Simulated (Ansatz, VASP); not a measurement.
**One calculation of KF, two programs**

File INCAR:

```
  PREC = Accurate
  ENCUT = 520
  EDIFF = 1E-6
  ISMEAR = -1
  SIGMA = 0.02
  LREAL = False
  LASPH = True
  NELM = 80
  ALGO = Normal
  ISIF = 2
  LWAVE = False
  LCHARG = False
  GGA = PE
  NBANDS = 15
```

File KPOINTS:

```
regular mesh
0
Gamma
  8 8 8
```

File POSCAR:

```
KF
1.0
    0.0000000000      2.6988449637      2.6988449637
    2.6988449637      0.0000000000      2.6988449637
    2.6988449637      2.6988449637      0.0000000000
K F
1 1
Direct
    0.0000000000      0.0000000000      0.0000000000
    0.5000000000      0.5000000000      0.5000000000
```

Input for Ansatz:

```yaml
crystal:
  lattice:
    - [0.0, 2.6988449637, 2.6988449637]
    - [2.6988449637, 0.0, 2.6988449637]
    - [2.6988449637, 2.6988449637, 0.0]
  atoms:
    - { symbol: K, position: [0.0, 0.0, 0.0] }
    - { symbol: F, position: [0.5, 0.5, 0.5] }
kpoints:
  mp_grid: { grid: [8, 8, 8] }
  band_path:
    path:
      - [0.0, 0.0, 0.0]
      - [0.5, 0.0, 0.5]
      - [0.625, 0.25, 0.625]
      - [0.375, 0.375, 0.75]
      - [0.5, 0.5, 0.5]
      - [0.5, 0.25, 0.75]
    npoints: 1
hamiltonian:
  xc: pbe
scf:
  occupations: { method: fermi_dirac, width: 0.02 }
  n_extra_bands: 4
output:
  forces: true
  stress: true
  eigenvalues: true
```

Change from the starting cell: hydrostatic strain +1.5%.

Alike in both runs: task single point; functional PBE; k mesh 8 × 8 × 8; occupations fermi-dirac, width 0.02 eV; no spin polarisation.

```csv
,VASP,Ansatz
version,VASP 6.6.1,Ansatz 0.2.0
potentials or method,"VASP PAW PBE potentials, release 64 (K_sv, F)","plane waves, PAW"
plane-wave cutoff (eV),520,420
valence electrons in the cell,16,16
```

```csv
,VASP,Ansatz,Ansatz less VASP
gap on the k mesh at the Fermi level (eV),6.01,6.03,+0.015
pressure (GPa),0.4,0.4,-0.02
```
